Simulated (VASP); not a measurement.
Wanted: the native input for a VASP 6.6.1 run.

```yaml
Task: single point
Functional: PBE
Potentials_or_basis: VASP PAW PBE potentials, release 64 (Cd)
Cutoff: 520 eV
k_mesh: 12 × 12 × 6
Occupations: methfessel-paxton, width 0.6 eV
Spin: no spin polarisation
Dipole_correction: no
Further_INCAR_settings: ALGO = Normal; EDIFF = 1e-06; NBANDS = 19
```

The structure of Cd lies in POSCAR:

```
Cd
1.0
    3.0007103730      0.0000000000      0.0000000000
   -1.5003551865      2.5986914124      0.0000000000
    0.0000000000      0.0000000000      5.9261569577
Cd
2
Direct
    0.3333333333      0.6666666667      0.2500000000
    0.6666666667      0.3333333333      0.7500000000
```

One way to write it, as run:

INCAR

```
SYSTEM = Cd
PREC = Accurate
ENCUT = 520
EDIFF = 1E-6
ISMEAR = 1
SIGMA = 0.6
LREAL = .False.
LASPH = .True.
NELM = 100
ALGO = Normal
ISIF = 2
LWAVE = .False.
LCHARG = .True.
GGA = PE
LELF = .True.
LVHAR = .True.
NBANDS = 19
```

KPOINTS

```
regular mesh
0
Gamma
  12 12 6
  0 0 0
```

Potentials or basis: VASP PAW PBE potentials, release 64 (Cd).

Run with:

```console
$ cat potpaw_PBE.64/Cd/POTCAR > POTCAR
$ mpirun -np 1 vasp_std > vasp.out
```

Results of the run:

| Quantity | Value |
| --- | --- |
| Pressure | 0.2 GPa |
| Band gap on the k mesh | zero (band 12 reaches 3.75 eV, above the bottom of band 13 at -0.36 eV) |

Wall time 31 s on 1 thread of Intel(R) Xeon(R) Platinum 8259CL CPU @ 2.50GHz (Skylake/Cascade Lake) (shared host), peak memory 0.2 GiB.
